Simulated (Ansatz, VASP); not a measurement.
**Cu in VASP and in Ansatz**

INCAR

```
ALGO     = Fast           # electronic algorithm
EDIFF    = 1E-7           # SCF threshold, eV
ENCUT    = 520            # plane-wave cutoff, eV
GGA      = PE             # functional
ISIF     = 2              # what is computed and relaxed
ISMEAR   = 0              # smearing method
LASPH    = T              # aspherical terms in the spheres
LCHARG   = F              # write CHGCAR
LREAL    = F              # projectors in reciprocal space
LWAVE    = F              # write WAVECAR
NBANDS   = 12             # bands
NELM     = 80             # most SCF steps
PREC     = Accurate       # precision mode
SIGMA    = 0.1            # smearing width, eV
```

Contents of KPOINTS:

```
k-points
0
Gamma
  8 8 8
```

File POSCAR:

```
Cu
1.0
    0.0000000000      1.8250000000      1.8250000000
    1.8250000000      0.0000000000      1.8250000000
    1.8250000000      1.8250000000      0.0000000000
Cu
1
Direct
    0.0000000000      0.0000000000      0.0000000000
```

Input for Ansatz:

```yaml
crystal:
  lattice:
    - [0.0, 1.825, 1.825]
    - [1.825, 0.0, 1.825]
    - [1.825, 1.825, 0.0]
  atoms:
    - { symbol: Cu, position: [0.0, 0.0, 0.0] }
basis:
  ecutwfc: 420
kpoints:
  mp_grid: { grid: [8, 8, 8] }
hamiltonian:
  xc: pbe
  pseudopotentials: { kind: paw, azcp: { folder: soft_1 } }
scf:
  occupations: { method: gaussian, width: 0.1 }
output:
  forces: true
  stress: true
  eigenvalues: true
```

Alike in both runs: task single point; functional PBE; k mesh 8 × 8 × 8; occupations gaussian, width 0.1 eV; no spin polarisation.

|  | VASP | Ansatz |
| --- | --- | --- |
| version | VASP 6.6.1 | Ansatz 0.2.0 |
| potentials or method | VASP PAW PBE potentials, release 64 (Cu), cutoff 520 eV | scalar-relativistic, plane waves, PAW |
| valence electrons in the cell | 11 | 19 |

```tsv
	VASP	Ansatz	Ansatz less VASP
gap on the k mesh at the Fermi level (eV)	none	none	-
pressure (GPa)	-1.0	-1.6	-0.55
```

A gap of «none» marks a metal or a gap that the smearing closes. VASP's potentials hold 11 valence electrons a cell and Ansatz's 19, so a difference there can come from the potentials and not from the codes.

The k mesh is coarse, so the values compare programs but aren't converged.
